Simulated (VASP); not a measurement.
# AgCl (Fm-3m) in VASP: further runs

The runs below take AgCl through single point, with LDA, PBE.

All numbers are computed with VASP 6.6.1; they aren't measurements. Logs are shortened: lines on timing, memory, paths and dates and some standing lists are left out, and cuts for length are marked.

### 1 The cell of the first run

It takes space group Fm-3m (No. 225, cubic). The conventional cell has a = 5.401 Å, b = 5.401 Å, c = 5.401 Å, α = 90.00°, β = 90.00°, γ = 90.00°. Ag (site symmetry m-3m) has 6 Cl at 2.70 Å within 3.6 Å. Within 3.6 Å of Cl (site symmetry m-3m) lie 6 Ag at 2.70 Å.

### 2 Single point, LDA (strained)

The input, INCAR:

```
PREC = Accurate
ENCUT = 520
EDIFF = 1E-6
ISMEAR = 0
SIGMA = 0.02
LREAL = False
LASPH = True
NELM = 60
ALGO = Normal
ISIF = 2
LWAVE = False
LCHARG = False
NBANDS = 16
```

The input, KPOINTS:

```
Automatic mesh
0
Gamma
  8 8 8
```

The input, POSCAR:

```
AgCl
1.0
    0.0000000000      2.7002716180      2.7002716180
    2.7002716180      0.0000000000      2.7002716180
    2.7002716180      2.7002716180      0.0000000000
Ag Cl
1 1
Direct
    0.5000000000      0.5000000000      0.5000000000
    0.0000000000      0.0000000000      0.0000000000
```

Potentials or basis: VASP PAW LDA potentials, release 64 (Ag, Cl).

The run is started by

```sh
$ cat potpaw_LDA.64/Ag/POTCAR potpaw_LDA.64/Cl/POTCAR > POTCAR
$ mpirun -np 1 vasp_std > vasp.out
```

OUTCAR:

```text
PREC = Accurate
   ENCUT = 520
   EDIFF = 1E-6
   ISMEAR = 0
   LREAL = False
   LASPH = True
   NELM = 60
   ISIF = 2

 ion  position               nearest neighbor table
   1  0.500  0.500  0.500-   2 2.70   2 2.70   2 2.70   2 2.70   2 2.70   2 2.70
   2  0.000  0.000  0.000-   1 2.70   1 2.70   1 2.70   1 2.70   1 2.70   1 2.70

  LATTYP: Found a face centered cubic cell.
 ALAT       =     5.4005432360

  Lattice vectors:

 A1 = (   0.0000000000,   2.7002716180,   2.7002716180)
 A2 = (   2.7002716180,   0.0000000000,   2.7002716180)
 A3 = (   2.7002716180,   2.7002716180,   0.0000000000)

Analysis of symmetry for initial positions (statically):
=====================================================================
 Subroutine PRICEL returns:
 Original cell was already a primitive cell.

 Routine SETGRP: Setting up the symmetry group for a
 face centered cubic supercell.

 Subroutine GETGRP returns: Found 48 space group operations
 (whereof 48 operations were pure point group operations)
 out of a pool of 48 trial point group operations.

The static configuration has the point symmetry O_h .

Analysis of symmetry for dynamics (positions and initial velocities):
=====================================================================
 Subroutine PRICEL returns:
 Original cell was already a primitive cell.

 Routine SETGRP: Setting up the symmetry group for a
 face centered cubic supercell.

 Subroutine GETGRP returns: Found 48 space group operations
 (whereof 48 operations were pure point group operations)
 out of a pool of 48 trial point group operations.

The dynamic configuration has the point symmetry O_h .

 Subroutine INISYM returns: Found 48 space group operations
 (whereof 48 operations are pure point group operations),
 and found     1 'primitive' translations

----------------------------------------------------------------------------------------

                                     Primitive cell

  volume of cell :      39.3779

  direct lattice vectors                    reciprocal lattice vectors
     0.000000000  2.700271618  2.700271618    -0.185166558  0.185166558  0.185166558
     2.700271618  0.000000000  2.700271618     0.185166558 -0.185166558  0.185166558
     2.700271618  2.700271618  0.000000000     0.185166558  0.185166558 -0.185166558

  length of vectors
     3.818760744  3.818760744  3.818760744     0.320717886  0.320717886  0.320717886

  position of ions in fractional coordinates (direct lattice)
     0.500000000  0.500000000  0.500000000
     0.000000000  0.000000000  0.000000000

  ion indices of the primitive-cell ions
   primitive index   ion index
                 1           1
                 2           2

----------------------------------------------------------------------------------------

 KPOINTS: Automatic mesh

Automatic generation of k-mesh.
 Grid dimensions read from file:
 generate k-points for:    8    8    8

 Generating k-lattice:

  Cartesian coordinates                     Fractional coordinates (reciprocal lattice)
    -0.023145820  0.023145820  0.023145820     0.125000000  0.000000000  0.000000000
     0.023145820 -0.023145820  0.023145820     0.000000000  0.125000000  0.000000000
     0.023145820  0.023145820 -0.023145820     0.000000000  0.000000000  0.125000000

  Length of vectors
     0.040089736  0.040089736  0.040089736

  Shift w.r.t. Gamma in fractional coordinates (k-lattice)
     0.000000000  0.000000000  0.000000000

 Subroutine IBZKPT returns following result:
 ===========================================

 Found     29 irreducible k-points:

 Following reciprocal coordinates:
            Coordinates               Weight
  0.000000  0.000000  0.000000      1.000000
  0.125000  0.000000  0.000000      8.000000
  0.250000  0.000000  0.000000      8.000000
  0.375000  0.000000  0.000000      8.000000
  0.500000  0.000000  0.000000      4.000000
  0.125000  0.125000  0.000000      6.000000
[... 16 lines left out ...]
  0.500000  0.250000  0.125000     48.000000
 -0.375000  0.250000  0.125000     24.000000
 [... further k-points ...]
   k-points           NKPTS =     29   k-points in BZ     NKDIM =     29   number of bands    NBANDS=     16
   number of dos      NEDOS =    301   number of ions     NIONS =      2
   total plane-waves  NPLWV =  21952
   dimension x,y,z NGX =    28 NGY =   28 NGZ =   28
   dimension x,y,z NGXF=    56 NGYF=   56 NGZF=   56
   ions per type =               1   1
   NGX,Y,Z   is equivalent  to a cutoff of  12.19, 12.19, 12.19 a.u.
   NGXF,Y,Z  is equivalent  to a cutoff of  24.38, 24.38, 24.38 a.u.
 SYSTEM =  unknown system
   PREC   = accura    normal or accurate (medium, high low for compatibility)
   ISTART =      0    job   : 0-new  1-cont  2-samecut
   ICHARG =      2    charge: 1-file 2-atom 10-const
   ISPIN  =      1    spin polarized calculation?
   LNONCOLLINEAR =      F non collinear calculations
   LSORBIT =      F    spin-orbit coupling
   LASPH  =      T    aspherical Exc in radial PAW
   ENCUT  =  520.0 eV  38.22 Ry    6.18 a.u.   7.10  7.10  7.10*2*pi/ulx,y,z
   NELM   =     60;   NELMIN=  2; NELMDL= -5     # of ELM steps
   EDIFF  = 0.1E-05   stopping-criterion for ELM
   LREAL  =      F    real-space projection
   EDIFFG = 0.1E-04   stopping-criterion for IOM
   NSW    =      0    number of steps for IOM
   IBRION =     -1    ionic relax: 0-MD 1-quasi-New 2-CG
   NFREE  =      0    steps in history (QN), initial steepest desc. (CG)
   ISIF   =      2    stress and relaxation
   ISYM   =      2    0-nonsym 1-usesym 2-fastsym
   POTIM  = 0.5000    time-step for ionic-motion
   TEBEG  =    0.0;   TEEND  =   0.0 temperature during run
   PSTRESS=    0.0 pullay stress
   NELECT =      18.0000    total number of electrons
   NUPDOWN=      -1.0000    fix difference up-down
   EMIN   =  10.00;   EMAX   =-10.00  energy-range for DOS
   EFERMI =   0.00;   METHOD = LEGACY
   ISMEAR =     0;   SIGMA  =   0.02  broadening in eV -4-tet -1-fermi 0-gaus
   EFERMI_NEDOS =   21; number of points for ismear=-14 and -15
   IALGO  =     38    algorithm
   IMIX   =      4    mixing-type and parameters
     AMIX     =   0.40;   BMIX     =  1.00
     AMIX_MAG =   1.60;   BMIX_MAG =  1.00
  volume/ion in A,a.u.               =      19.69       132.87
  Fermi-wavevector in a.u.,A,eV,Ry     =   1.261096  2.383126 21.638211  1.590364
  Thomas-Fermi vector in A             =   2.394573
   LORBIT       =      0    0 simple, 1 ext, 2 COOP (PROOUT), +10 PAW based schemes
   GGA     = CA    functional components
   LHFCALC =     F    Hartree Fock is set to
   AEXX    =    0.0000 exact exchange contribution
   IVDW    =     0    specifies the selected vdW correction
   LEPSILON=     F    determine dielectric tensor
   LRPA    =     F    only Hartree local field effects (RPA)
 non-spin polarized calculation
 Gauss-broadening in eV      SIGMA  =   0.02
  energy-cutoff  :      520.00
  volume of cell :       39.38
 maximum number of plane-waves:      1069
   NGX = 15   NGY = 15   NGZ = 15

 number of electron      18.0000008 magnetization

 Free energy of the ion-electron system (eV)
  ---------------------------------------------------
  ext. energy  EPLUGINS =         0.00000000
  ---------------------------------------------------
  free energy    TOTEN  =        -6.78820857 eV

  energy without entropy =       -6.78820857  energy(sigma->0) =       -6.78820857

 E-fermi :   4.8184     XC(G=0): -10.8463

 val. band max:        4.6488163579   @ k =   0.5000   0.0000   0.0000
 cond. band min:       5.2953691579   @ k =   0.0000   0.0000   0.0000
 fundamental gap:      0.6465528000
 Fermi energy:         4.8183873370

 k-point     1 :       0.0000    0.0000    0.0000
  band No.  band energies     occupation
      1     -10.9654      2.00000
      2       1.7699      2.00000
      3       1.7699      2.00000
      4       1.7699      2.00000
      5       1.8144      2.00000
      6       1.8144      2.00000
[... 8 lines left out ...]
     15      18.1299      0.00000
     16      18.1299      0.00000

 k-point     2 :       0.1250    0.0000    0.0000
  band No.  band energies     occupation
      1     -10.8878      2.00000
      2       1.0130      2.00000
      3       1.0798      2.00000
      4       1.0798      2.00000
      5       1.8376      2.00000
      6       1.8376      2.00000
[... 8 lines left out ...]
     15      16.7009      0.00000
     16      17.2396      0.00000

 k-point     3 :       0.2500    0.0000    0.0000
  band No.  band energies     occupation
      1     -10.6904      2.00000
      2      -0.1578      2.00000
      3       0.4370      2.00000
      4       0.4370      2.00000
      5       1.9953      2.00000
      6       1.9953      2.00000
[... 8 lines left out ...]
     15      16.8658      0.00000
     16      17.2297      0.00000

 k-point     4 :       0.3750    0.0000    0.0000
  band No.  band energies     occupation
      1     -10.4766      2.00000
      2      -1.0505      2.00000
      3       0.0287      2.00000
      4       0.0287      2.00000
      5       2.1612      2.00000
      6       2.1612      2.00000
[... 8 lines left out ...]
     15      17.7131      0.00000
     16      17.7131      0.00000

 k-point     5 :       0.5000    0.0000    0.0000
  band No.  band energies     occupation
      1     -10.3824      2.00000
      2      -1.3816      2.00000
      3      -0.1111      2.00000
      4      -0.1111      2.00000
      5       2.2324      2.00000
      6       2.2324      2.00000
[... 8 lines left out ...]
     15      18.2873      0.00000
     16      18.2873      0.00000

 k-point     6 :       0.1250    0.1250    0.0000
  band No.  band energies     occupation
      1     -10.8649      2.00000
      2       0.4739      2.00000
      3       1.3969      2.00000
      4       1.3969      2.00000
      5       1.7071      2.00000
      6       1.8482      2.00000
[... 8 lines left out ...]
     15      18.4090      0.00000
     16      18.7425      0.00000

 k-point     7 :       0.2500    0.1250    0.0000
  band No.  band energies     occupation
      1     -10.7151      2.00000
      2      -0.1760      2.00000
      3       0.7692      2.00000
      4       0.8572      2.00000
      5       1.7935      2.00000
      6       2.0144      2.00000
[... 8 lines left out ...]
     15      18.1661      0.00000
     16      18.7027      0.00000

 k-point     8 :       0.3750    0.1250    0.0000
  band No.  band energies     occupation
      1     -10.5143      2.00000
      2      -0.7876      2.00000
      3       0.1254      2.00000
      4       0.3110      2.00000
      5       1.9755      2.00000
      6       2.1896      2.00000
[... 8 lines left out ...]
     15      18.4578      0.00000
     16      18.6453      0.00000

 k-point     9 :       0.5000    0.1250    0.0000
  band No.  band energies     occupation
      1     -10.3819      2.00000
      2      -1.1821      2.00000
      3      -0.1025      2.00000
      4      -0.0091      2.00000
      5       2.1548      2.00000
      6       2.2499      2.00000
[... 8 lines left out ...]
     15      18.4634      0.00000
     16      19.3278      0.00000
[... 172 lines left out ...]
 k-point    19 :       0.5000    0.3750    0.0000
  band No.  band energies     occupation
      1     -10.3762      2.00000
      2      -0.4076      2.00000
      3       0.5517      2.00000
      4       0.7606      2.00000
      5       1.6632      2.00000
      6       2.3212      2.00000
[... 8 lines left out ...]
     15      19.5455      0.00000
     16      20.1964      0.00000

 k-point    20 :      -0.3750    0.3750    0.0000
  band No.  band energies     occupation
      1     -10.3384      2.00000
      2      -0.2161      2.00000
      3      -0.1819      2.00000
      4       0.3124      2.00000
      5       1.9400      2.00000
      6       2.3060      2.00000
[... 8 lines left out ...]
     15      18.2559      0.00000
     16      20.7763      0.00000

 k-point    21 :       0.5000    0.5000    0.0000
  band No.  band energies     occupation
      1     -10.3743      2.00000
      2      -0.3482      2.00000
      3       1.1395      2.00000
      4       1.1395      2.00000
      5       1.3506      2.00000
      6       2.0488      2.00000
[... 8 lines left out ...]
     15      19.8558      0.00000
     16      19.8558      0.00000

 k-point    22 :       0.3750    0.2500    0.1250
  band No.  band energies     occupation
      1     -10.5707      2.00000
      2      -0.5824      2.00000
      3       0.3483      2.00000
      4       0.7262      2.00000
      5       1.8871      2.00000
      6       2.1359      2.00000
[... 8 lines left out ...]
     15      18.8537      0.00000
     16      20.1712      0.00000

 k-point    23 :       0.5000    0.2500    0.1250
  band No.  band energies     occupation
      1     -10.4191      2.00000
      2      -0.8332      2.00000
      3       0.0184      2.00000
      4       0.2814      2.00000
      5       2.0369      2.00000
      6       2.2410      2.00000
[... 8 lines left out ...]
     15      19.0591      0.00000
     16      20.0002      0.00000

 k-point    24 :      -0.3750    0.2500    0.1250
  band No.  band energies     occupation
      1     -10.3539      2.00000
      2      -0.9143      2.00000
      3      -0.0526      2.00000
      4       0.0176      2.00000
      5       2.1515      2.00000
      6       2.2323      2.00000
[... 8 lines left out ...]
     15      18.2228      0.00000
     16      19.7537      0.00000

 [... further k-points ...]
[... 5 lines left out ...]
  --------------------------------------------------------------------------------------
  -------------------------------------------------------------------------------------
  Total       -0.4067762     -0.4067762     -0.4067762      0.0000000      0.0000000      0.0000000
  in kB      -16.5506002    -16.5506002    -16.5506002      0.0000000      0.0000000      0.0000000
  external PRESSURE =     -16.5506002 kB  Pullay stress =       0.0000000 kB

 VOLUME and BASIS-vectors are now :
 -----------------------------------------------------------------------------
  energy-cutoff  :      520.00
  volume of cell :       39.38
      direct lattice vectors                 reciprocal lattice vectors
     0.000000000  2.700271618  2.700271618    -0.185166558  0.185166558  0.185166558
     2.700271618  0.000000000  2.700271618     0.185166558 -0.185166558  0.185166558
     2.700271618  2.700271618  0.000000000     0.185166558  0.185166558 -0.185166558

 POSITION                                       TOTAL-FORCE (eV/Angst)
 -----------------------------------------------------------------------------------
      2.70027      2.70027      2.70027        -0.000000     -0.000000     -0.000000
      0.00000      0.00000      0.00000         0.000000      0.000000      0.000000
 -----------------------------------------------------------------------------------
    total drift:                                0.000000      0.000000      0.000000

  FREE ENERGIE OF THE ION-ELECTRON SYSTEM (eV)
  ---------------------------------------------------
  free  energy   TOTEN  =        -6.7882085656 eV

  energy  without entropy=       -6.7882085656  energy(sigma->0) =       -6.78820857
```

It took 9.7 s on 1 thread of AMD EPYC 7R13 (Zen 3), shared host; peak memory 0.12 GiB.

What came out:

- Free energy: -6.7882 eV
- Pressure: -1.7 GPa
- Band gap on the k mesh: 0.65 eV (least direct gap 3.26 eV)

Levels at points of the mesh, in eV from the valence-band top:
```tsv
k point	band 7	band 8	band 9	band 10	band 11	band 12
(0.00, 0.00, 0.00)	-2.64	-2.64	-2.64	0.65	10.72	10.72
(0.50, 0.00, 0.00)	-2.05	0.00	0.00	3.75	6.80	7.30
(0.50, 0.50, 0.00)	-2.27	-2.27	-2.12	1.98	7.75	8.66
```

Caveat: the cell differs from its parent crystal (strained); semilocal functionals underestimate gaps, and a narrow one can read as zero.

(Part 1 of 2 ends here.)
